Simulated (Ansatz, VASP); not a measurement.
## One calculation of Hf, two programs

```
CELL_PARAMETERS angstrom
3.31657 0.00000 0.00000
-1.65829 2.87224 0.00000
0.00000 0.00000 5.05780
ATOMIC_POSITIONS crystal
Hf 0.33333 0.66667 0.25000
Hf 0.66667 0.33333 0.75000
```

Change from the starting cell: strain +0.0375 x Voigt [1, 1, 0, 0, 0, 0], atoms carried along.

Alike in both runs: task single point; functional PBEsol; k mesh 18 × 18 × 10; occupations gaussian, width 0.15 eV; no spin polarisation.

```csv
,VASP,Ansatz
version,VASP 6.6.1,Ansatz 0.2.0
potentials or method,"VASP PAW PBE potentials, release 64 (Hf_pv), cutoff 520 eV","scalar-relativistic, plane waves, PAW"
valence electrons in the cell,20,52
```

|  | VASP | Ansatz | Ansatz less VASP |
| --- | --- | --- | --- |
| gap on the k mesh at the Fermi level (eV) | none | none | - |
| pressure (GPa) | -10.5 | -10.1 | +0.38 |
| traceless stress, the component that is largest in VASP (GPa) | 2.18 | 2.23 | +0.055 |

VASP's potentials were made for PBE, not for PBEsol. A gap of «none» marks a metal or a gap that the smearing closes. The functional is the same, so the differences come from potentials, cutoffs and numerics. VASP's potentials hold 20 valence electrons a cell and Ansatz's 52, so a difference there can come from the potentials and not from the codes.

Spin-orbit coupling is off throughout.
